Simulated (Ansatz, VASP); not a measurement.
Two plane-wave programs on C

INCAR

```
SYSTEM = C
PREC = Accurate
ENCUT = 520
EDIFF = 1E-7
ISMEAR = 0
SIGMA = 0.05
LREAL = .False.
LASPH = .True.
NELM = 80
ALGO = Normal
ISIF = 2
LWAVE = .False.
LCHARG = .False.
GGA = PS
IVDW = 12
NBANDS = 11
```

The input KPOINTS:

```
Automatic mesh
0
Gamma
  15 15 15
  0 0 0
```

File POSCAR:

```
C
1.0
    1.2290461105      0.7095901028      3.2829684898
   -1.2290461105      0.7095901028      3.2829684898
    0.0000000000     -1.4191802055      3.2829684898
C
2
Direct
    0.1569378743      0.1569378743      0.1569378743
    0.8430621257      0.8430621257      0.8430621257
```

Input for Ansatz:

```yaml
crystal:
  lattice:
    - [1.2290461105, 0.7095901028, 3.2829684898]
    - [-1.2290461105, 0.7095901028, 3.2829684898]
    - [0.0, -1.4191802055, 3.2829684898]
  atoms:
    - { symbol: C, position: [0.1569378743, 0.1569378743, 0.1569378743] }
    - { symbol: C, position: [0.8430621257, 0.8430621257, 0.8430621257] }
basis:
  ecutwfc: 520.0
kpoints:
  mp_grid: { grid: [15, 15, 15] }
hamiltonian:
  xc: pbesol
  pseudopotentials: { kind: paw, azcp: { folder: soft_1 } }
  dispersion: d3bj
scf:
  occupations: { method: gaussian, width: 0.05 }
output:
  forces: true
  stress: true
  eigenvalues: true
```

Change from the starting cell: mode 4 frozen in at -0.095 Å and mode 6 at +0.000 Å (largest displacements).

Alike in both runs: task single point; functional PBEsol; dispersion D3(BJ); k mesh 15 × 15 × 15; occupations gaussian, width 0.05 eV; no spin polarisation.

|  | VASP | Ansatz |
| --- | --- | --- |
| version | VASP 6.6.1 | Ansatz 0.2.0 |
| potentials or method | VASP PAW PBE potentials, release 64 (C), cutoff 520 eV | scalar-relativistic, plane waves, PAW |
| valence electrons in the cell | 8 | 8 |

|  | VASP | Ansatz | Ansatz less VASP |
| --- | --- | --- | --- |
| gap on the k mesh at the Fermi level (eV) | 0.83 | 0.83 | 0.000 |
| least direct gap on the mesh (eV) | 0.83 | 0.83 | 0.000 |
| pressure (GPa) | -1.7 | -2.5 | -0.76 |
| traceless stress, the component that is largest in VASP (GPa) | -5.15 | -4.35 | +0.801 |
| rms of the force components (eV/Å) | 1.800 | 1.811 | +0.0112 |

VASP's potentials were made for PBE, not for PBEsol, and Ansatz warns of the same on its side. Atom by atom the forces differ by 0.011 eV/Å (rms over components).
